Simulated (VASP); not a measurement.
# Li2Pd in VASP: notebook

The runs below take Li2Pd through single point, with PBE.

Everything below comes from runs of VASP 6.6.1. Logs are shortened: lines on timing, memory, paths and dates and some standing lists are left out, and cuts for length are marked.

### Step 1. The cell of the first run

The cell holds a sheet with vacuum, 3 atoms: a = 4.227 Å, b = 4.227 Å, c = 16.000 Å, α = 90.00°, β = 90.00°, γ = 120.00°.

### Step 2. Single point, PBE

The input, INCAR:

```
SYSTEM = Li2Pd
PREC     = Accurate       ! precision mode
ENCUT    = 520            ! plane-wave cutoff, eV
EDIFF    = 1E-6           ! SCF threshold, eV
ISMEAR   = 0              ! smearing method
SIGMA    = 0.1            ! smearing width, eV
LREAL    = .False.        ! projectors in reciprocal space
LASPH    = .True.         ! aspherical terms in the spheres
NELM     = 60             ! most SCF steps
ALGO     = Normal         ! electronic algorithm
ISIF     = 2              ! what is computed and relaxed
LWAVE    = .False.        ! write WAVECAR
LCHARG   = .False.        ! write CHGCAR
LDIPOL   = .True.       
IDIPOL   = 3            
DIPOL    = 0.5 0.5 0.514
GGA      = PE             ! functional
NBANDS   = 15             ! bands
```

The input, KPOINTS:

```
Automatic mesh
0
Gamma
  6 6 1
  0 0 0
```

The input, POSCAR:

```
Li2Pd
1.0
    4.2267000000      0.0000000000      0.0000000000
   -2.1133500000      3.6604300000      0.0000000000
    0.0000000000      0.0000000000     16.0000000000
Li Pd
2 1
Direct
    0.3333333300      0.6666666700      0.5426859400
    0.6666666700      0.3333333300      0.5426859400
    0.0000000000      0.0000000000      0.4573140600
```

Potentials or basis: VASP PAW PBE potentials, release 64 (Li_sv, Pd).

Command:

```sh
> cat potpaw_PBE.64/Li_sv/POTCAR potpaw_PBE.64/Pd/POTCAR > POTCAR
> mpirun -np 1 vasp_std > vasp.out
```

OUTCAR:

```text
SYSTEM = Li2Pd
   PREC = Accurate
   ENCUT = 520
   EDIFF = 1E-6
   ISMEAR = 0
   LREAL = .False.
   LASPH = .True.
   NELM = 60
   ISIF = 2
   GGA = PE

 ion  position               nearest neighbor table
   1  0.333  0.667  0.543-   2 2.44   2 2.44   2 2.44   3 2.80   3 2.80   3 2.80
   2  0.667  0.333  0.543-   1 2.44   1 2.44   1 2.44   3 2.80   3 2.80   3 2.80
   3  0.000  0.000  0.457-   1 2.80   2 2.80   2 2.80   1 2.80   2 2.80   1 2.80

  LATTYP: Found a hexagonal cell.
 ALAT       =     4.2267000000
 C/A-ratio  =     3.7854591052

  Lattice vectors:

 A1 = (   4.2267000000,   0.0000000000,   0.0000000000)
 A2 = (  -2.1133500000,   3.6604300000,   0.0000000000)
 A3 = (   0.0000000000,   0.0000000000,  16.0000000000)

Analysis of symmetry for initial positions (statically):
=====================================================================
 Subroutine PRICEL returns:
 Original cell was already a primitive cell.

 Routine SETGRP: Setting up the symmetry group for a
 hexagonal supercell.

 Subroutine GETGRP returns: Found 12 space group operations
 (whereof 12 operations were pure point group operations)
 out of a pool of 24 trial point group operations.

The static configuration has the point symmetry C_6v.

Analysis of symmetry for dynamics (positions and initial velocities):
=====================================================================
 Subroutine PRICEL returns:
 Original cell was already a primitive cell.

 Routine SETGRP: Setting up the symmetry group for a
 hexagonal supercell.

 Subroutine GETGRP returns: Found 12 space group operations
 (whereof 12 operations were pure point group operations)
 out of a pool of 24 trial point group operations.

The dynamic configuration has the point symmetry C_6v.

 Subroutine INISYM returns: Found 12 space group operations
 (whereof 12 operations are pure point group operations),
 and found     1 'primitive' translations

----------------------------------------------------------------------------------------

                                     Primitive cell

  volume of cell :     247.5446

  direct lattice vectors                    reciprocal lattice vectors
     4.226700000  0.000000000  0.000000000     0.236591194  0.136595974  0.000000000
    -2.113350000  3.660430000  0.000000000     0.000000000  0.273191947  0.000000000
     0.000000000  0.000000000 16.000000000     0.000000000  0.000000000  0.062500000

  length of vectors
     4.226700000  4.226700369 16.000000000     0.273191971  0.273191947  0.062500000

  position of ions in fractional coordinates (direct lattice)
     0.333333330  0.666666670  0.542685940
     0.666666670  0.333333330  0.542685940
     0.000000000  0.000000000  0.457314060

  ion indices of the primitive-cell ions
   primitive index   ion index
                 1           1
                 2           2
                 3           3

----------------------------------------------------------------------------------------

 KPOINTS: Automatic mesh

Automatic generation of k-mesh.
 Grid dimensions read from file:
 generate k-points for:    6    6    1

 Generating k-lattice:

  Cartesian coordinates                     Fractional coordinates (reciprocal lattice)
     0.039431866  0.022765996  0.000000000     0.166666667 -0.000000000  0.000000000
     0.000000000  0.045531991  0.000000000     0.000000000  0.166666667  0.000000000
     0.000000000  0.000000000  0.062500000     0.000000000  0.000000000  1.000000000

  Length of vectors
     0.045531995  0.045531991  0.062500000

  Shift w.r.t. Gamma in fractional coordinates (k-lattice)
     0.000000000  0.000000000  0.000000000

 Subroutine IBZKPT returns following result:
 ===========================================

 Found      7 irreducible k-points:

 Following reciprocal coordinates:
            Coordinates               Weight
  0.000000  0.000000  0.000000      1.000000
  0.166667 -0.000000  0.000000      6.000000
  0.333333  0.000000  0.000000      6.000000
  0.500000 -0.000000  0.000000      3.000000
  0.166667  0.166667  0.000000      6.000000
  0.333333  0.166667  0.000000     12.000000
  0.333333  0.333333  0.000000      2.000000
   k-points           NKPTS =      7   k-points in BZ     NKDIM =      7   number of bands    NBANDS=     15
   number of dos      NEDOS =    301   number of ions     NIONS =      3
   total plane-waves  NPLWV = 122880
   dimension x,y,z NGX =    32 NGY =   32 NGZ =  120
   dimension x,y,z NGXF=    64 NGYF=   64 NGZF=  240
   ions per type =               2   1
   NGX,Y,Z   is equivalent  to a cutoff of  12.59, 12.59, 12.47 a.u.
   NGXF,Y,Z  is equivalent  to a cutoff of  25.17, 25.17, 24.94 a.u.
 SYSTEM =  Li2Pd
   PREC   = accura    normal or accurate (medium, high low for compatibility)
   ISTART =      0    job   : 0-new  1-cont  2-samecut
   ICHARG =      2    charge: 1-file 2-atom 10-const
   ISPIN  =      1    spin polarized calculation?
   LNONCOLLINEAR =      F non collinear calculations
   LSORBIT =      F    spin-orbit coupling
   LASPH  =      T    aspherical Exc in radial PAW
   ENCUT  =  520.0 eV  38.22 Ry    6.18 a.u.   7.86  7.86 29.75*2*pi/ulx,y,z
   NELM   =     60;   NELMIN=  2; NELMDL= -5     # of ELM steps
   EDIFF  = 0.1E-05   stopping-criterion for ELM
   LREAL  =      F    real-space projection
   EDIFFG = 0.1E-04   stopping-criterion for IOM
   NSW    =      0    number of steps for IOM
   IBRION =     -1    ionic relax: 0-MD 1-quasi-New 2-CG
   NFREE  =      0    steps in history (QN), initial steepest desc. (CG)
   ISIF   =      2    stress and relaxation
   ISYM   =      2    0-nonsym 1-usesym 2-fastsym
   POTIM  = 0.5000    time-step for ionic-motion
   TEBEG  =    0.0;   TEEND  =   0.0 temperature during run
   PSTRESS=    0.0 pullay stress
   NELECT =      16.0000    total number of electrons
   NUPDOWN=      -1.0000    fix difference up-down
   EMIN   =  10.00;   EMAX   =-10.00  energy-range for DOS
   EFERMI =   0.00;   METHOD = LEGACY
   ISMEAR =     0;   SIGMA  =   0.10  broadening in eV -4-tet -1-fermi 0-gaus
   EFERMI_NEDOS =   21; number of points for ismear=-14 and -15
   IALGO  =     38    algorithm
   IMIX   =      4    mixing-type and parameters
     AMIX     =   0.40;   BMIX     =  1.00
     AMIX_MAG =   1.60;   BMIX_MAG =  1.00
  volume/ion in A,a.u.               =      82.51       556.84
  Fermi-wavevector in a.u.,A,eV,Ry     =   0.656997  1.241545  5.872895  0.431646
  Thomas-Fermi vector in A             =   1.728366
   LORBIT       =      0    0 simple, 1 ext, 2 COOP (PROOUT), +10 PAW based schemes
   GGA     = PE    functional components
   LHFCALC =     F    Hartree Fock is set to
   AEXX    =    0.0000 exact exchange contribution
   IVDW    =     0    specifies the selected vdW correction
   LEPSILON=     F    determine dielectric tensor
   LRPA    =     F    only Hartree local field effects (RPA)
 non-spin polarized calculation
 Gauss-broadening in eV      SIGMA  =   0.10
  energy-cutoff  :      520.00
  volume of cell :      247.54
 maximum number of plane-waves:      6690
 NGX is ok and might be reduce to    32
   NGX = 15   NGY = 15   NGZ = 59

 number of electron      15.9999993 magnetization

 dipolmoment           0.000000      0.000000     -0.127691 electrons x Angstroem

 Free energy of the ion-electron system (eV)
  ---------------------------------------------------
  ext. energy  EPLUGINS =         0.00000000
  ---------------------------------------------------
  free energy    TOTEN  =        -7.77900878 eV

  energy without entropy =       -7.77887944  energy(sigma->0) =       -7.77894411

 E-fermi :  -2.1397     XC(G=0):  -2.8104

 val. band max:       -2.3465083222   @ k =   0.5000  -0.0000   0.0000
 cond. band min:      -1.9593511562   @ k =   0.0000   0.0000   0.0000
 fundamental gap:      0.3871571660
 Fermi energy:        -2.1396597037

 k-point     1 :       0.0000    0.0000    0.0000
  band No.  band energies     occupation
      1     -48.5904      2.00000
      2     -48.4995      2.00000
      3      -4.7625      2.00000
      4      -3.5770      2.00000
      5      -3.3835      2.00000
      6      -3.3835      2.00000
      7      -3.1766      2.00000
      8      -3.1766      2.00000
      9      -1.9594      0.01077
     10       0.3545      0.00000
     11       1.4021      0.00000
     12       2.1177      0.00000
     13       3.5682      0.00000
     14       3.5682      0.00000
     15       3.9928      0.00000

 k-point     2 :       0.1667   -0.0000    0.0000
  band No.  band energies     occupation
      1     -48.5850      2.00000
      2     -48.5049      2.00000
      3      -4.5042      2.00000
      4      -3.4964      2.00000
      5      -3.4198      2.00000
      6      -3.3171      2.00000
      7      -3.2195      2.00000
      8      -3.1771      2.00000
      9      -1.7209      0.00000
     10       0.6363      0.00000
     11       1.6352      0.00000
     12       2.1789      0.00000
     13       2.4301      0.00000
     14       2.5625      0.00000
     15       4.2586      0.00000

 k-point     3 :       0.3333    0.0000    0.0000
  band No.  band energies     occupation
      1     -48.5712      2.00000
      2     -48.5187      2.00000
      3      -3.9542      2.00000
      4      -3.5451      2.00000
      5      -3.3065      2.00000
      6      -3.3028      2.00000
      7      -3.0623      2.00000
      8      -3.0345      2.00000
      9      -0.9484      0.00000
     10      -0.0217      0.00000
     11       1.5913      0.00000
     12       1.6028      0.00000
     13       2.3424      0.00000
     14       3.0469      0.00000
     15       3.3293      0.00000

 k-point     4 :       0.5000   -0.0000    0.0000
  band No.  band energies     occupation
      1     -48.5601      2.00000
      2     -48.5298      2.00000
      3      -3.8008      2.00000
      4      -3.5719      2.00000
      5      -3.3285      2.00000
      6      -3.2475      2.00000
      7      -2.9219      2.00000
      8      -2.3465      1.99656
      9      -1.3546      0.00000
     10       0.3879      0.00000
     11       0.6157      0.00000
     12       1.2237      0.00000
     13       2.7814      0.00000
     14       3.4267      0.00000
     15       4.0479      0.00000

 k-point     5 :       0.1667    0.1667    0.0000
  band No.  band energies     occupation
      1     -48.5752      2.00000
      2     -48.5147      2.00000
      3      -4.0578      2.00000
      4      -3.4858      2.00000
      5      -3.4012      2.00000
      6      -3.3219      2.00000
      7      -3.2324      2.00000
      8      -3.0104      2.00000
      9      -1.2075      0.00000
     10       0.6449      0.00000
     11       1.3697      0.00000
     12       1.4305      0.00000
     13       2.2991      0.00000
     14       3.0250      0.00000
     15       4.2654      0.00000

 k-point     6 :       0.3333    0.1667    0.0000
  band No.  band energies     occupation
      1     -48.5601      2.00000
      2     -48.5298      2.00000
      3      -3.6713      2.00000
      4      -3.5489      2.00000
      5      -3.3388      2.00000
      6      -3.2487      2.00000
      7      -3.1217      2.00000
      8      -2.5647      2.00000
      9      -0.7501      0.00000
     10      -0.0676      0.00000
     11       0.6228      0.00000
     12       1.6645      0.00000
     13       2.5587      0.00000
     14       3.3225      0.00000
     15       4.1101      0.00000

 k-point     7 :       0.3333    0.3333    0.0000
  band No.  band energies     occupation
      1     -48.5449      2.00000
      2     -48.5449      2.00000
      3      -3.5305      2.00000
      4      -3.5305      2.00000
      5      -3.2235      2.00000
      6      -3.2235      2.00000
      7      -3.2213      2.00000
      8      -2.4005      1.99978
      9      -0.4864      0.00000
     10      -0.4864      0.00000
     11       1.4297      0.00000
     12       1.4537      0.00000
     13       1.4537      0.00000
     14       3.6672      0.00000
     15       4.3045      0.00000

------------------------ aborting loop because EDIFF is reached ----------------------------------------

 vacuum level on the upper side and lower side of the slab       (xc-potential included)        -0.727         0.714

  FORCE on cell =-STRESS in cart. coord.  units (eV):
  Direction    XX          YY          ZZ          XY          YZ          ZX
  --------------------------------------------------------------------------------------
  -------------------------------------------------------------------------------------
  Total       -0.7921978     -0.7921980     -2.1321950      0.0000000      0.0000000      0.0000000
  in kB       -5.1273232     -5.1273244    -13.8001560      0.0000000      0.0000000      0.0000000
  external PRESSURE =      -8.0182679 kB  Pullay stress =       0.0000000 kB

 VOLUME and BASIS-vectors are now :
 -----------------------------------------------------------------------------
  energy-cutoff  :      520.00
  volume of cell :      247.54
      direct lattice vectors                 reciprocal lattice vectors
     4.226700000  0.000000000  0.000000000     0.236591194  0.136595974  0.000000000
    -2.113350000  3.660430000  0.000000000     0.000000000  0.273191947  0.000000000
     0.000000000  0.000000000 16.000000000     0.000000000  0.000000000  0.062500000

 POSITION                                       TOTAL-FORCE (eV/Angst)
 -----------------------------------------------------------------------------------
     -0.00000      2.44029      8.68298        -0.000000      0.000000     -0.767465
      2.11335      1.22014      8.68298         0.000000     -0.000000     -0.767465
      0.00000      0.00000      7.31702         0.000000     -0.000000      1.534930
 -----------------------------------------------------------------------------------
    total drift:                                0.000000      0.000000      0.001130

  FREE ENERGIE OF THE ION-ELECTRON SYSTEM (eV)
  ---------------------------------------------------
  free  energy   TOTEN  =        -7.7790087766 eV

  energy  without entropy=       -7.7788794355  energy(sigma->0) =       -7.77894411

 vacuum level on the upper side and lower side of the slab         0.558         2.039
```

Run time: 95 s. Hardware: 1 thread of AMD EPYC 7R13, shared host; peak memory 0.3 GiB.

What came out:

```
Free energy            : -7.7790 eV
Largest force          : 1.535 eV/Å
Band gap on the k mesh : 0.39 eV (least direct gap 0.99 eV)
```

Forces in eV/Å, atoms in the order of the input:
```
Li   0.000  0.000 -0.767
Li   0.000  0.000 -0.767
Pd   0.000  0.000  1.535
```

Caveat: the cutoff is under 1.25 times the usual one of these potentials, so pressure, stress and relaxed cells hold a basis-set (Pulay) error.

[end of part 1 of 2]
